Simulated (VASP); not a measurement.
# BN (m.bgw) (F-43m) in VASP: single point with PBE

Aim: the single point of BN (m.bgw) with PBE.

Program: VASP 6.6.1. These are calculated values, not measurements. Logs are shortened: lines on timing, memory, paths and dates and some standing lists are left out, and cuts for length are marked.

## (1) The cell of the first run

Symmetry: F-43m, No. 216, cubic system. Conventional cell: a = 3.624 Å, b = 3.624 Å, c = 3.624 Å, α = 90.00°, β = 90.00°, γ = 90.00°. B (site symmetry -43m) has 4 N at 1.57 Å within 2.1 Å. Within 2.1 Å of N (site symmetry -43m) lie 4 B at 1.57 Å.

## (2) Single point, PBE

The input, INCAR:

```
SYSTEM = BN
PREC = Accurate ; ENCUT = 600
EDIFF = 1E-6 ; ISMEAR = 0
SIGMA = 0.01 ; LREAL = .False.
LASPH = .True. ; NELM = 120
ALGO = Normal ; ISIF = 2
LWAVE = .False. ; LCHARG = .True.
GGA = PE ; LELF = .True.
LVHAR = .True. ; NBANDS = 11
GGA_COMPAT = .False.
```

The input, KPOINTS:

```
regular mesh
0
Gamma
  6 6 6
  0 0 0
```

The input, POSCAR:

```
BN
1.0
    0.0000000000      1.8120264350      1.8120264350
    1.8120264350      0.0000000000      1.8120264350
    1.8120264350      1.8120264350      0.0000000000
B N
1 1
Direct
    0.0000000000      0.0000000000      0.0000000000
    0.2500000000      0.2500000000      0.2500000000
```

Potentials or basis: VASP PAW PBE potentials, release 64 (B, N).

On the command line:

```console
$ cat potpaw_PBE.64/B/POTCAR potpaw_PBE.64/N/POTCAR > POTCAR
$ mpirun -np 1 vasp_std > vasp.out
```

OUTCAR:

```text
SYSTEM = BN
   PREC = Accurate
   ENCUT = 600
   EDIFF = 1E-6
   ISMEAR = 0
   LREAL = .False.
   LASPH = .True.
   NELM = 120
   ISIF = 2
   GGA = PE

 ion  position               nearest neighbor table
   1  0.000  0.000  0.000-   2 1.57   2 1.57   2 1.57   2 1.57
   2  0.250  0.250  0.250-   1 1.57   1 1.57   1 1.57   1 1.57

  LATTYP: Found a face centered cubic cell.
 ALAT       =     3.6240528700

  Lattice vectors:

 A1 = (   0.0000000000,   1.8120264350,   1.8120264350)
 A2 = (   1.8120264350,   0.0000000000,   1.8120264350)
 A3 = (   1.8120264350,   1.8120264350,   0.0000000000)

Analysis of symmetry for initial positions (statically):
=====================================================================
 Subroutine PRICEL returns:
 Original cell was already a primitive cell.

 Routine SETGRP: Setting up the symmetry group for a
 face centered cubic supercell.

 Subroutine GETGRP returns: Found 24 space group operations
 (whereof 24 operations were pure point group operations)
 out of a pool of 48 trial point group operations.

The static configuration has the point symmetry T_d .

Analysis of symmetry for dynamics (positions and initial velocities):
=====================================================================
 Subroutine PRICEL returns:
 Original cell was already a primitive cell.

 Routine SETGRP: Setting up the symmetry group for a
 face centered cubic supercell.

 Subroutine GETGRP returns: Found 24 space group operations
 (whereof 24 operations were pure point group operations)
 out of a pool of 48 trial point group operations.

The dynamic configuration has the point symmetry T_d .

 Subroutine INISYM returns: Found 24 space group operations
 (whereof 24 operations are pure point group operations),
 and found     1 'primitive' translations

----------------------------------------------------------------------------------------

                                     Primitive cell

  volume of cell :      11.8994

  direct lattice vectors                    reciprocal lattice vectors
     0.000000000  1.812026435  1.812026435    -0.275934164  0.275934164  0.275934164
     1.812026435  0.000000000  1.812026435     0.275934164 -0.275934164  0.275934164
     1.812026435  1.812026435  0.000000000     0.275934164  0.275934164 -0.275934164

  length of vectors
     2.562592360  2.562592360  2.562592360     0.477931992  0.477931992  0.477931992

  position of ions in fractional coordinates (direct lattice)
     0.000000000  0.000000000  0.000000000
     0.250000000  0.250000000  0.250000000

  ion indices of the primitive-cell ions
   primitive index   ion index
                 1           1
                 2           2

----------------------------------------------------------------------------------------

 KPOINTS: regular mesh

Automatic generation of k-mesh.
 Grid dimensions read from file:
 generate k-points for:    6    6    6

 Generating k-lattice:

  Cartesian coordinates                     Fractional coordinates (reciprocal lattice)
    -0.045989027  0.045989027  0.045989027     0.166666667  0.000000000  0.000000000
     0.045989027 -0.045989027  0.045989027     0.000000000  0.166666667  0.000000000
     0.045989027  0.045989027 -0.045989027     0.000000000  0.000000000  0.166666667

  Length of vectors
     0.079655332  0.079655332  0.079655332

  Shift w.r.t. Gamma in fractional coordinates (k-lattice)
     0.000000000  0.000000000  0.000000000

 Subroutine IBZKPT returns following result:
 ===========================================

 Found     16 irreducible k-points:

 Following reciprocal coordinates:
            Coordinates               Weight
  0.000000  0.000000  0.000000      1.000000
  0.166667  0.000000  0.000000      8.000000
  0.333333  0.000000  0.000000      8.000000
  0.500000  0.000000  0.000000      4.000000
  0.166667  0.166667  0.000000      6.000000
  0.333333  0.166667  0.000000     24.000000
[... 8 lines left out ...]
 -0.333333  0.333333  0.166667     24.000000
 -0.333333  0.500000  0.166667     12.000000
   k-points           NKPTS =     16   k-points in BZ     NKDIM =     16   number of bands    NBANDS=     11
   number of dos      NEDOS =    301   number of ions     NIONS =      2
   total plane-waves  NPLWV =   8000
   dimension x,y,z NGX =    20 NGY =   20 NGZ =   20
   dimension x,y,z NGXF=    40 NGYF=   40 NGZF=   40
   ions per type =               1   1
   NGX,Y,Z   is equivalent  to a cutoff of  12.97, 12.97, 12.97 a.u.
   NGXF,Y,Z  is equivalent  to a cutoff of  25.95, 25.95, 25.95 a.u.
 SYSTEM =  BN
   PREC   = accura    normal or accurate (medium, high low for compatibility)
   ISTART =      0    job   : 0-new  1-cont  2-samecut
   ICHARG =      2    charge: 1-file 2-atom 10-const
   ISPIN  =      1    spin polarized calculation?
   LNONCOLLINEAR =      F non collinear calculations
   LSORBIT =      F    spin-orbit coupling
   LASPH  =      T    aspherical Exc in radial PAW
   ENCUT  =  600.0 eV  44.10 Ry    6.64 a.u.   5.12  5.12  5.12*2*pi/ulx,y,z
   NELM   =    120;   NELMIN=  2; NELMDL= -5     # of ELM steps
   EDIFF  = 0.1E-05   stopping-criterion for ELM
   LREAL  =      F    real-space projection
   EDIFFG = 0.1E-04   stopping-criterion for IOM
   NSW    =      0    number of steps for IOM
   IBRION =     -1    ionic relax: 0-MD 1-quasi-New 2-CG
   NFREE  =      0    steps in history (QN), initial steepest desc. (CG)
   ISIF   =      2    stress and relaxation
   ISYM   =      2    0-nonsym 1-usesym 2-fastsym
   POTIM  = 0.5000    time-step for ionic-motion
   TEBEG  =    0.0;   TEEND  =   0.0 temperature during run
   PSTRESS=    0.0 pullay stress
   NELECT =       8.0000    total number of electrons
   NUPDOWN=      -1.0000    fix difference up-down
   EMIN   =  10.00;   EMAX   =-10.00  energy-range for DOS
   EFERMI =   0.00;   METHOD = LEGACY
   ISMEAR =     0;   SIGMA  =   0.01  broadening in eV -4-tet -1-fermi 0-gaus
   EFERMI_NEDOS =   21; number of points for ismear=-14 and -15
   IALGO  =     38    algorithm
   IMIX   =      4    mixing-type and parameters
     AMIX     =   0.40;   BMIX     =  1.00
     AMIX_MAG =   1.60;   BMIX_MAG =  1.00
  volume/ion in A,a.u.               =       5.95        40.15
  Fermi-wavevector in a.u.,A,eV,Ry     =   1.434158  2.710165 27.984583  2.056809
  Thomas-Fermi vector in A             =   2.553597
   LORBIT       =      0    0 simple, 1 ext, 2 COOP (PROOUT), +10 PAW based schemes
   GGA     = PE    functional components
   LHFCALC =     F    Hartree Fock is set to
   AEXX    =    0.0000 exact exchange contribution
   IVDW    =     0    specifies the selected vdW correction
   LEPSILON=     F    determine dielectric tensor
   LRPA    =     F    only Hartree local field effects (RPA)
 non-spin polarized calculation
 Gauss-broadening in eV      SIGMA  =   0.01
  energy-cutoff  :      600.00
  volume of cell :       11.90
 maximum number of plane-waves:       411
   NGX = 11   NGY = 11   NGZ = 11

 number of electron       7.9999999 magnetization

 Free energy of the ion-electron system (eV)
  ---------------------------------------------------
  ext. energy  EPLUGINS =         0.00000000
  ---------------------------------------------------
  free energy    TOTEN  =       -17.45063477 eV

  energy without entropy =      -17.45063477  energy(sigma->0) =      -17.45063477

 E-fermi :   7.4007     XC(G=0): -12.7844

 val. band max:        7.3132815780   @ k =   0.0000   0.0000   0.0000
 cond. band min:      11.7628313090   @ k =   0.5000   0.5000   0.0000
 fundamental gap:      4.4495497310
 Fermi energy:         7.4006899796

 k-point     1 :       0.0000    0.0000    0.0000
  band No.  band energies     occupation
      1     -12.8336      2.00000
      2       7.3133      2.00000
      3       7.3133      2.00000
      4       7.3133      2.00000
      5      16.0951      0.00000
      6      16.0951      0.00000
      7      16.0951      0.00000
      8      17.5409      0.00000
      9      31.9227      0.00000
     10      34.9860      0.00000
     11      34.9860      0.00000

 k-point     2 :       0.1667    0.0000    0.0000
  band No.  band energies     occupation
      1     -12.1680      2.00000
      2       4.3163      2.00000
      3       6.6979      2.00000
      4       6.6979      2.00000
      5      16.5915      0.00000
      6      16.9994      0.00000
      7      16.9994      0.00000
      8      19.4458      0.00000
      9      31.2083      0.00000
     10      31.2437      0.00000
     11      31.2437      0.00000

 k-point     3 :       0.3333    0.0000    0.0000
  band No.  band energies     occupation
      1     -10.3185      2.00000
      2      -0.5112      2.00000
      3       5.7636      2.00000
      4       5.7636      2.00000
      5      17.1319      0.00000
      6      17.9180      0.00000
      7      17.9180      0.00000
      8      21.7582      0.00000
      9      30.4372      0.00000
     10      31.6235      0.00000
     11      31.6235      0.00000

 k-point     4 :       0.5000    0.0000    0.0000
  band No.  band energies     occupation
      1      -8.6519      2.00000
      2      -3.3100      2.00000
      3       5.3868      2.00000
      4       5.3868      2.00000
      5      17.3597      0.00000
      6      17.9757      0.00000
      7      17.9757      0.00000
      8      22.4930      0.00000
      9      30.6614      0.00000
     10      33.9452      0.00000
     11      34.1051      0.00000
[... 127 lines left out ...]
 k-point    14 :       0.5000    0.3333    0.1667
  band No.  band energies     occupation
      1      -8.8434      2.00000
      2      -0.0927      2.00000
      3       1.9104      2.00000
      4       3.7988      2.00000
      5      16.0516      0.00000
      6      19.1597      0.00000
      7      20.3581      0.00000
      8      22.7808      0.00000
      9      26.8969      0.00000
     10      32.7755      0.00000
     11      35.4291      0.00000

 k-point    15 :      -0.3333    0.3333    0.1667
  band No.  band energies     occupation
      1      -7.5223      2.00000
      2      -1.5855      2.00000
      3       1.2895      2.00000
      4       2.8520      2.00000
      5      16.7725      0.00000
      6      19.0466      0.00000
      7      22.1483      0.00000
      8      23.5965      0.00000
      9      25.3533      0.00000
     10      32.8834      0.00000
     11      35.2796      0.00000

 k-point    16 :      -0.3333    0.5000    0.1667
  band No.  band energies     occupation
      1      -7.0717      2.00000
      2      -0.8341      2.00000
      3       1.1635      2.00000
      4       1.2106      2.00000
      5      15.0558      0.00000
      6      19.2689      0.00000
      7      22.2985      0.00000
      8      23.9961      0.00000
      9      26.7724      0.00000
     10      33.0502      0.00000
     11      37.3856      0.00000

------------------------ aborting loop because EDIFF is reached ----------------------------------------

  FORCE on cell =-STRESS in cart. coord.  units (eV):
  Direction    XX          YY          ZZ          XY          YZ          ZX
  --------------------------------------------------------------------------------------
  -------------------------------------------------------------------------------------
  Total        0.0150172      0.0150172      0.0150172      0.0000000      0.0000000      0.0000000
  in kB        2.0219816      2.0219816      2.0219816      0.0000000      0.0000000      0.0000000
  external PRESSURE =       2.0219816 kB  Pullay stress =       0.0000000 kB

 VOLUME and BASIS-vectors are now :
 -----------------------------------------------------------------------------
  energy-cutoff  :      600.00
  volume of cell :       11.90
      direct lattice vectors                 reciprocal lattice vectors
     0.000000000  1.812026435  1.812026435    -0.275934164  0.275934164  0.275934164
     1.812026435  0.000000000  1.812026435     0.275934164 -0.275934164  0.275934164
     1.812026435  1.812026435  0.000000000     0.275934164  0.275934164 -0.275934164

 POSITION                                       TOTAL-FORCE (eV/Angst)
 -----------------------------------------------------------------------------------
      0.00000      0.00000      0.00000        -0.000000     -0.000000     -0.000000
      0.90601      0.90601      0.90601         0.000000      0.000000      0.000000
 -----------------------------------------------------------------------------------
    total drift:                                0.000000      0.000000      0.000000

  FREE ENERGIE OF THE ION-ELECTRON SYSTEM (eV)
  ---------------------------------------------------
  free  energy   TOTEN  =       -17.4506347691 eV

  energy  without entropy=      -17.4506347691  energy(sigma->0) =      -17.45063477
```

Wall time 3.8 s (1 thread of Intel Xeon 6975P-C, shared host); peak memory 0.12 GiB.

What came out:

```
Free energy            : -17.4506 eV
Pressure               : 0.2 GPa
Band gap on the k mesh : 4.45 eV, indirect (least direct gap 8.78 eV)
```

Caveat: the k points lie up to 0.50 Å⁻¹ apart. A k mesh can miss the band edges.
